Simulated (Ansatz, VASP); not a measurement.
**One calculation of Au, two programs**

File INCAR:

```
ALGO = Normal ; EDIFF = 1E-6
ENCUT = 520 ; GGA = CA
ISIF = 2 ; ISMEAR = -1
LASPH = T ; LCHARG = T
LELF = T ; LREAL = F
LVHAR = T ; LWAVE = F
NBANDS = 12 ; NELM = 80
PREC = Accurate ; SIGMA = 0.05
```

File KPOINTS:

```
k-points
0
Gamma
  14 14 14
```

Contents of POSCAR:

```
Au
1.0
    2.6673978136      0.0000000000      0.0000000000
    0.0000000000      2.6673978136      0.0000000000
    0.0000000000      0.0000000000      2.6673978136
Au
1
Direct
    0.0000000000      0.0000000000      0.0000000000
```

Input for Ansatz:

```yaml
crystal:
  lattice:
    - [2.6673978136, 0.0, 0.0]
    - [0.0, 2.6673978136, 0.0]
    - [0.0, 0.0, 2.6673978136]
  atoms:
    - { symbol: Au, position: [0.0, 0.0, 0.0] }
kpoints:
  mp_grid: { grid: [14, 14, 14] }
  band_path:
    path:
      - [0.0, 0.0, 0.0]
      - [0.0, 0.5, 0.0]
      - [0.5, 0.5, 0.0]
      - [0.0, 0.0, 0.0]
      - [0.5, 0.5, 0.5]
      - [0.0, 0.5, 0.0]
      - [0.5, 0.5, 0.5]
      - [0.5, 0.5, 0.0]
    npoints: 14
scf:
  occupations: { method: fermi_dirac, width: 0.05 }
hamiltonian:
  xc: lda
  pseudopotentials: { kind: all_electron, lapw: { basis_error: 0.001 } }
output:
  forces: true
  stress: true
  eigenvalues: true
  populations: true
  dos: { projected: true, de: 0.2, e_range: [-14, 8] }
```

Alike in both runs: task single point; functional LDA; k mesh 14 × 14 × 14; occupations fermi-dirac, width 0.05 eV; no spin polarisation.

```csv
,VASP,Ansatz
version,VASP 6.6.1,Ansatz 0.2.0
potentials or method,"VASP PAW LDA potentials, release 64 (Au), cutoff 520 eV","all-electron LAPW, scalar-relativistic"
```

```tsv
	VASP	Ansatz	Ansatz less VASP
pressure (GPa)	0.5	0.0	-0.49
```

LDA's correlation is that of Perdew and Zunger in VASP and of Perdew and Wang (1992) in Ansatz. Ansatz ran all-electron here, and VASP with PAW potentials.

Neither program's run includes spin-orbit coupling.
